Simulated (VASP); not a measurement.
**Rh: single point with LDA**

The system is Rh, a slab with vacuum.

```
Rh
1.0
     2.65439    0.00000    0.00000
     0.00000    2.65439    0.00000
     0.00000    0.00000   23.50780
Rh
5
Direct
  0.00000 0.00000 0.34031
  0.50000 0.50000 0.42016
  0.00000 0.00000 0.50000
  0.50000 0.50000 0.57984
  0.00000 0.00000 0.65969
```

```yaml
Program: VASP 6.6.1
Task: single point
Functional: LDA
Potentials_or_basis: VASP PAW LDA potentials, release 64 (Rh_pv)
Cutoff: 520 eV
k_mesh: 14 × 14 × 1
Occupations: fermi-dirac, width 0.05 eV
Spin: no spin polarisation
Dipole_correction: yes
Further_INCAR_settings: ALGO = Normal; EDIFF = 1e-07; NBANDS = 46
```

| Quantity | Value |
| --- | --- |
| Largest force | 0.731 eV/Å |

Forces on the atoms (eV/Å):
```
Rh   0.000  0.000  0.675
Rh   0.000  0.000 -0.731
Rh   0.000  0.000  0.000
Rh   0.000  0.000  0.731
Rh   0.000  0.000 -0.675
```

Levels at points of the mesh, in eV from the Fermi level:
```tsv
k point	band 34	band 35	band 36	band 37	band 38	band 39	band 40	band 41
(0.00, 0.00, 0.00)	-1.02	-0.89	-0.58	-0.47	0.08	0.15	0.15	0.56
(0.50, 0.00, 0.00)	-0.72	-0.55	-0.23	0.16	0.35	0.42	0.57	1.24
(0.50, 0.50, 0.00)	0.29	0.45	1.04	1.07	1.07	1.64	1.64	4.34
```

Run time: 3.7 min on 1 thread of Intel(R) Xeon(R) 6975P-C (Granite Rapids) (shared host), peak memory 0.32 GiB.
